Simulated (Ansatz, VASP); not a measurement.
**SnTe5: VASP beside Ansatz**

```
Sn Te
1.0
     3.37270    1.94723    6.35272
    -3.37270    1.94723    6.35272
     0.00000   -3.89446    6.35272
Sn Te
1 5
Direct
  0.50000 0.50000 0.50000
  0.33979 0.00000 0.66021
  0.83330 0.83330 0.83330
  0.00000 0.66021 0.33979
  0.66021 0.33979 0.00000
  0.16670 0.16670 0.16670
```

Change from the starting cell: species swapped into the Mg5Zn type (R32, No. 155).

Alike in both runs: task relaxation of cell and atoms; functional PBE; k mesh 3 × 3 × 3; occupations gaussian, width 0.1 eV; no spin polarisation.

```csv
,VASP,Ansatz
version,VASP 6.6.1,Ansatz 0.2.0
potentials or method,"VASP PAW PBE potentials, release 64 (Sn_d, Te), cutoff 600 eV","scalar-relativistic, plane waves, PAW"
valence electrons in the cell,44,94
```

Ansatz gave:

```
gap on the k mesh at the Fermi level, each at its own relaxed structure (eV) : none
relaxed volume (Å³/atom)                                                     : 32.30
relaxed cell length with the largest relative difference (Å)                 : 6.012
```

Question: What did VASP give for the same quantities?

Answer: gap on the k mesh at the Fermi level, each at its own relaxed structure (eV): none; relaxed volume (Å³/atom): 32.18; relaxed cell length with the largest relative difference (Å): 6.005.

A gap of «none» marks a metal or a gap that the smearing closes. VASP's potentials hold 44 valence electrons a cell and Ansatz's 94, so a difference there can come from the potentials and not from the codes.

The k mesh is coarse, so the values compare programs but aren't converged. Spin-orbit coupling is off throughout. Noted on VASP's run: the volume moved by over 15 % at a fixed basis, so the end points are rough.
